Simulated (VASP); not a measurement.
# SnS2 (P-3m1) in VASP: a series of runs

Aim: see how the results for SnS2 move with the level of theory and the settings. Levels: PBE, LDA. Tasks: single point.

Everything below comes from runs of VASP 6.6.1. Logs are shortened: lines on timing, memory, paths and dates and some standing lists are left out, and cuts for length are marked.

## 1. The cell of the first run

The structure is trigonal, space group P-3m1 (No. 164). The conventional cell has a = 3.661 Å, b = 3.661 Å, c = 5.962 Å, α = 90.00°, β = 90.00°, γ = 120.00°. Within 3.4 Å of Sn (site symmetry -3m) lie 6 S at 2.57 Å. Within 3.4 Å of S (site symmetry 3m) lie 3 Sn at 2.57 Å.

## 2. Single point, PBE

INCAR reads:

```
PREC = Accurate
ENCUT = 500
EDIFF = 1E-6
ISMEAR = 0
SIGMA = 0.01
LREAL = F
LASPH = T
NELM = 120
ALGO = Normal
ISIF = 2
LWAVE = F
LCHARG = F
GGA = PE
NBANDS = 20
GGA_COMPAT = F
```

KPOINTS reads:

```
Automatic mesh
0
Gamma
  6 6 2
```

POSCAR reads:

```
SnS2
1.0
    3.6607548066      0.0000000000      0.0000000000
   -1.8303774033      3.1703066595      0.0000000000
    0.0000000000      0.0000000000      5.9617808738
Sn S
1 2
Direct
    0.0000000000      0.0000000000      0.0000000000
    0.3333333333      0.6666666667      0.2455905351
    0.6666666667      0.3333333333      0.7544094649
```

Potentials or basis: VASP PAW PBE potentials, release 64 (Sn_d, S).

Run with:

```sh
cat potpaw_PBE.64/Sn_d/POTCAR potpaw_PBE.64/S/POTCAR > POTCAR
mpirun -np 1 vasp_std > vasp.out
```

OUTCAR:

```text
PREC = Accurate
   ENCUT = 500
   EDIFF = 1E-6
   ISMEAR = 0
   LREAL = F
   LASPH = T
   NELM = 120
   ISIF = 2
   GGA = PE

 ion  position               nearest neighbor table
   1  0.000  0.000  0.000-   2 2.57   3 2.57   2 2.57   3 2.57   3 2.57   2 2.57
   2  0.333  0.667  0.246-   1 2.57   1 2.57   1 2.57
   3  0.667  0.333  0.754-   1 2.57   1 2.57   1 2.57

  LATTYP: Found a hexagonal cell.
 ALAT       =     3.6607548066
 C/A-ratio  =     1.6285660168

  Lattice vectors:

 A1 = (   3.6607548066,   0.0000000000,   0.0000000000)
 A2 = (  -1.8303774033,   3.1703066595,   0.0000000000)
 A3 = (   0.0000000000,   0.0000000000,   5.9617808738)

Analysis of symmetry for initial positions (statically):
=====================================================================
 Subroutine PRICEL returns:
 Original cell was already a primitive cell.

 Routine SETGRP: Setting up the symmetry group for a
 hexagonal supercell.

 Subroutine GETGRP returns: Found 12 space group operations
 (whereof 12 operations were pure point group operations)
 out of a pool of 24 trial point group operations.

The static configuration has the point symmetry D_3d.

Analysis of symmetry for dynamics (positions and initial velocities):
=====================================================================
 Subroutine PRICEL returns:
 Original cell was already a primitive cell.

 Routine SETGRP: Setting up the symmetry group for a
 hexagonal supercell.

 Subroutine GETGRP returns: Found 12 space group operations
 (whereof 12 operations were pure point group operations)
 out of a pool of 24 trial point group operations.

The dynamic configuration has the point symmetry D_3d.

 Subroutine INISYM returns: Found 12 space group operations
 (whereof 12 operations are pure point group operations),
 and found     1 'primitive' translations

----------------------------------------------------------------------------------------

                                     Primitive cell

  volume of cell :      69.1907

  direct lattice vectors                    reciprocal lattice vectors
     3.660754807  0.000000000  0.000000000     0.273167708  0.157713450  0.000000000
    -1.830377403  3.170306660  0.000000000     0.000000000  0.315426899  0.000000000
     0.000000000  0.000000000  5.961780874     0.000000000  0.000000000  0.167735115

  length of vectors
     3.660754807  3.660754807  5.961780874     0.315426899  0.315426899  0.167735115

  position of ions in fractional coordinates (direct lattice)
     0.000000000  0.000000000  0.000000000
     0.333333333  0.666666667  0.245590535
     0.666666667  0.333333333  0.754409465

  ion indices of the primitive-cell ions
   primitive index   ion index
                 1           1
                 2           2
                 3           3

----------------------------------------------------------------------------------------

 KPOINTS: Automatic mesh

Automatic generation of k-mesh.
 Grid dimensions read from file:
 generate k-points for:    6    6    2

 Generating k-lattice:

  Cartesian coordinates                     Fractional coordinates (reciprocal lattice)
     0.045527951  0.026285575  0.000000000     0.166666667 -0.000000000  0.000000000
     0.000000000  0.052571150  0.000000000     0.000000000  0.166666667  0.000000000
     0.000000000  0.000000000  0.083867557     0.000000000  0.000000000  0.500000000

  Length of vectors
     0.052571150  0.052571150  0.083867557

  Shift w.r.t. Gamma in fractional coordinates (k-lattice)
     0.000000000  0.000000000  0.000000000

 Subroutine IBZKPT returns following result:
 ===========================================

 Found     14 irreducible k-points:

 Following reciprocal coordinates:
            Coordinates               Weight
  0.000000  0.000000  0.000000      1.000000
  0.166667 -0.000000  0.000000      6.000000
  0.333333 -0.000000  0.000000      6.000000
  0.500000  0.000000  0.000000      3.000000
  0.166667  0.166667  0.000000      6.000000
  0.333333  0.166667  0.000000     12.000000
  0.333333  0.333333  0.000000      2.000000
  0.000000  0.000000  0.500000      1.000000
  0.166667 -0.000000  0.500000      6.000000
  0.333333 -0.000000  0.500000      6.000000
  0.500000  0.000000  0.500000      3.000000
  0.166667  0.166667  0.500000      6.000000
  0.333333  0.166667  0.500000     12.000000
  0.333333  0.333333  0.500000      2.000000
   k-points           NKPTS =     14   k-points in BZ     NKDIM =     14   number of bands    NBANDS=     20
   number of dos      NEDOS =    301   number of ions     NIONS =      3
   total plane-waves  NPLWV =  37632
   dimension x,y,z NGX =    28 NGY =   28 NGZ =   48
   dimension x,y,z NGXF=    56 NGYF=   56 NGZF=   96
   ions per type =               1   2
   NGX,Y,Z   is equivalent  to a cutoff of  12.72, 12.72, 13.38 a.u.
   NGXF,Y,Z  is equivalent  to a cutoff of  25.43, 25.43, 26.77 a.u.
 SYSTEM =  unknown system
   PREC   = accura    normal or accurate (medium, high low for compatibility)
   ISTART =      0    job   : 0-new  1-cont  2-samecut
   ICHARG =      2    charge: 1-file 2-atom 10-const
   ISPIN  =      1    spin polarized calculation?
   LNONCOLLINEAR =      F non collinear calculations
   LSORBIT =      F    spin-orbit coupling
   LASPH  =      T    aspherical Exc in radial PAW
   ENCUT  =  500.0 eV  36.75 Ry    6.06 a.u.   6.67  6.67 10.87*2*pi/ulx,y,z
   NELM   =    120;   NELMIN=  2; NELMDL= -5     # of ELM steps
   EDIFF  = 0.1E-05   stopping-criterion for ELM
   LREAL  =      F    real-space projection
   EDIFFG = 0.1E-04   stopping-criterion for IOM
   NSW    =      0    number of steps for IOM
   IBRION =     -1    ionic relax: 0-MD 1-quasi-New 2-CG
   NFREE  =      0    steps in history (QN), initial steepest desc. (CG)
   ISIF   =      2    stress and relaxation
   ISYM   =      2    0-nonsym 1-usesym 2-fastsym
   POTIM  = 0.5000    time-step for ionic-motion
   TEBEG  =    0.0;   TEEND  =   0.0 temperature during run
   PSTRESS=    0.0 pullay stress
   NELECT =      26.0000    total number of electrons
   NUPDOWN=      -1.0000    fix difference up-down
   EMIN   =  10.00;   EMAX   =-10.00  energy-range for DOS
   EFERMI =   0.00;   METHOD = LEGACY
   ISMEAR =     0;   SIGMA  =   0.01  broadening in eV -4-tet -1-fermi 0-gaus
   EFERMI_NEDOS =   21; number of points for ismear=-14 and -15
   IALGO  =     38    algorithm
   IMIX   =      4    mixing-type and parameters
     AMIX     =   0.40;   BMIX     =  1.00
     AMIX_MAG =   1.60;   BMIX_MAG =  1.00
  volume/ion in A,a.u.               =      23.06       155.64
  Fermi-wavevector in a.u.,A,eV,Ry     =   1.181363  2.232452 18.988538  1.395618
  Thomas-Fermi vector in A             =   2.317638
   LORBIT       =      0    0 simple, 1 ext, 2 COOP (PROOUT), +10 PAW based schemes
   GGA     = PE    functional components
   LHFCALC =     F    Hartree Fock is set to
   AEXX    =    0.0000 exact exchange contribution
   IVDW    =     0    specifies the selected vdW correction
   LEPSILON=     F    determine dielectric tensor
   LRPA    =     F    only Hartree local field effects (RPA)
 non-spin polarized calculation
 Gauss-broadening in eV      SIGMA  =   0.01
  energy-cutoff  :      500.00
  volume of cell :       69.19
 maximum number of plane-waves:      1762
 NGX is ok and might be reduce to    28
   NGX = 13   NGY = 13   NGZ = 21

 number of electron      26.0000007 magnetization

 Free energy of the ion-electron system (eV)
  ---------------------------------------------------
  ext. energy  EPLUGINS =         0.00000000
  ---------------------------------------------------
  free energy    TOTEN  =       -13.16853678 eV

  energy without entropy =      -13.16853678  energy(sigma->0) =      -13.16853678

 E-fermi :   4.4895     XC(G=0):  -9.5064

 val. band max:        4.4265677285   @ k =   0.0000   0.0000   0.0000
 cond. band min:       5.9612044297   @ k =   0.5000   0.0000   0.5000
 fundamental gap:      1.5346367013
 Fermi energy:         4.4894745765

 k-point     1 :       0.0000    0.0000    0.0000
  band No.  band energies     occupation
      1     -16.4544      2.00000
      2     -16.4544      2.00000
      3     -16.4147      2.00000
      4     -16.3868      2.00000
      5     -16.3868      2.00000
      6      -9.2709      2.00000
[... 12 lines left out ...]
     19      13.9777      0.00000
     20      13.9777      0.00000

 k-point     2 :       0.1667   -0.0000    0.0000
  band No.  band energies     occupation
      1     -16.4718      2.00000
      2     -16.4404      2.00000
      3     -16.4044      2.00000
      4     -16.3943      2.00000
      5     -16.3844      2.00000
      6      -8.9658      2.00000
[... 12 lines left out ...]
     19      13.5063      0.00000
     20      14.2827      0.00000

 k-point     3 :       0.3333   -0.0000    0.0000
  band No.  band energies     occupation
      1     -16.5120      2.00000
      2     -16.4256      2.00000
      3     -16.4161      2.00000
      4     -16.3715      2.00000
      5     -16.3662      2.00000
      6      -8.1351      2.00000
[... 12 lines left out ...]
     19      13.8106      0.00000
     20      14.7593      0.00000

 k-point     4 :       0.5000    0.0000    0.0000
  band No.  band energies     occupation
      1     -16.5330      2.00000
      2     -16.4241      2.00000
      3     -16.4236      2.00000
      4     -16.3576      2.00000
      5     -16.3509      2.00000
      6      -7.3807      2.00000
[... 199 lines left out ...]
 k-point    13 :       0.3333    0.1667    0.5000
  band No.  band energies     occupation
      1     -16.5117      2.00000
      2     -16.4408      2.00000
      3     -16.4104      2.00000
      4     -16.3723      2.00000
      5     -16.3552      2.00000
      6      -7.3798      2.00000
[... 12 lines left out ...]
     19      13.7581      0.00000
     20      14.6495      0.00000

 k-point    14 :       0.3333    0.3333    0.5000
  band No.  band energies     occupation
      1     -16.4786      2.00000
      2     -16.4786      2.00000
      3     -16.3846      2.00000
      4     -16.3846      2.00000
      5     -16.3640      2.00000
      6      -6.8133      2.00000
[... 12 lines left out ...]
     19      13.9909      0.00000
     20      14.0783      0.00000

------------------------ aborting loop because EDIFF is reached ----------------------------------------

  FORCE on cell =-STRESS in cart. coord.  units (eV):
  Direction    XX          YY          ZZ          XY          YZ          ZX
  --------------------------------------------------------------------------------------
  -------------------------------------------------------------------------------------
  Total        1.2946244      1.2946244      1.2759820     -0.0000000      0.0000000      0.0000000
  in kB       29.9782612     29.9782612     29.5465786     -0.0000000      0.0000000      0.0000000
  external PRESSURE =      29.8343670 kB  Pullay stress =       0.0000000 kB

 VOLUME and BASIS-vectors are now :
 -----------------------------------------------------------------------------
  energy-cutoff  :      500.00
  volume of cell :       69.19
      direct lattice vectors                 reciprocal lattice vectors
     3.660754807  0.000000000  0.000000000     0.273167708  0.157713450  0.000000000
    -1.830377403  3.170306660  0.000000000     0.000000000  0.315426899  0.000000000
     0.000000000  0.000000000  5.961780874     0.000000000  0.000000000  0.167735115

 POSITION                                       TOTAL-FORCE (eV/Angst)
 -----------------------------------------------------------------------------------
      0.00000      0.00000      0.00000        -0.000000      0.000000      0.000000
     -0.00000      2.11354      1.46416        -0.000000     -0.000000      0.214765
      1.83038      1.05677      4.49762         0.000000      0.000000     -0.214765
 -----------------------------------------------------------------------------------
    total drift:                               -0.000000      0.000000      0.000000

  FREE ENERGIE OF THE ION-ELECTRON SYSTEM (eV)
  ---------------------------------------------------
  free  energy   TOTEN  =       -13.1685367788 eV

  energy  without entropy=      -13.1685367788  energy(sigma->0) =      -13.16853678
```

Wall time 8.1 s (1 thread of Intel Xeon 6975P-C (Granite Rapids), shared host); peak memory 0.18 GiB.

Results:

| Property | Result |
| --- | --- |
| Free energy | -13.1685 eV |
| Pressure | 3.0 GPa |
| Largest force | 0.215 eV/Å |
| Band gap on the k mesh | 1.53 eV (least direct gap 1.98 eV) |

Forces on the atoms (eV/Å):
```
Sn   0.000  0.000  0.000
S    0.000  0.000  0.215
S    0.000  0.000 -0.215
```

Caveat: the k points lie up to 0.53 Å⁻¹ apart; spin-orbit coupling is left out, which moves the levels of the heavy elements; this functional lacks dispersion, which binds the layers, so the pressure and a relaxed spacing across them are unreliable.

## 3. Single point, LDA

INCAR reads:

```
ALGO     = Normal         # electronic algorithm
EDIFF    = 1E-6           # SCF threshold, eV
ENCUT    = 500            # plane-wave cutoff, eV
GGA      = CA             # functional
GGA_COMPAT= F            
ISIF     = 2              # what is computed and relaxed
ISMEAR   = 0              # smearing method
LASPH    = T              # aspherical terms in the spheres
LCHARG   = F              # write CHGCAR
LREAL    = F              # projectors in reciprocal space
LWAVE    = F              # write WAVECAR
NBANDS   = 20             # bands
NELM     = 120            # most SCF steps
PREC     = Accurate       # precision mode
SIGMA    = 0.01           # smearing width, eV
```

KPOINTS reads:

```
k-points
0
Gamma
  6 6 2
```

POSCAR is that of step 2.

Potentials or basis: VASP PAW LDA potentials, release 64 (Sn_d, S).

Run with:

```sh
cat potpaw_LDA.64/Sn_d/POTCAR potpaw_LDA.64/S/POTCAR > POTCAR
mpirun -np 1 vasp_std > vasp.out
```

It took 6.6 s on 1 thread of Intel Xeon 6975P-C (Granite Rapids), shared host; peak memory 0.16 GiB.

The run converged. Its results:

* Free energy: -15.0537 eV
* Pressure: -1.7 GPa
* Largest force: 0.041 eV/Å
* Band gap on the k mesh: 1.37 eV (least direct gap 1.74 eV)

Forces on the atoms (eV/Å):
```
Sn   0.000  0.000  0.000
S    0.000  0.000 -0.041
S    0.000  0.000  0.041
```

Stress tensor (GPa, compression positive):
```
-1.80  0.00  0.00
 0.00 -1.80  0.00
 0.00  0.00 -1.50
```

Levels at points of the mesh, in eV from the valence-band top:
| k point | band 9 | band 10 | band 11 | band 12 | band 13 | band 14 | band 15 | band 16 | band 17 | band 18 |
| --- | --- | --- | --- | --- | --- | --- | --- | --- | --- | --- |
| (0.00, 0.00, 0.00) | -0.63 | -0.63 | -0.32 | -0.32 | 0.00 | 1.74 | 3.47 | 5.28 | 5.28 | 8.79 |
| (0.50, 0.00, 0.00) | -4.37 | -2.65 | -2.54 | -0.95 | -0.26 | 1.58 | 4.33 | 5.89 | 6.08 | 7.49 |
| (0.00, 0.00, 0.50) | -1.85 | -0.71 | -0.71 | -0.20 | -0.20 | 2.90 | 3.53 | 5.05 | 5.05 | 8.78 |
| (0.50, 0.00, 0.50) | -4.78 | -2.40 | -1.80 | -0.68 | -0.57 | 1.37 | 4.56 | 5.45 | 6.32 | 6.82 |

Caveat: the k points lie up to 0.53 Å⁻¹ apart; spin-orbit coupling is left out, which moves the levels of the heavy elements. A k mesh can miss the band edges.
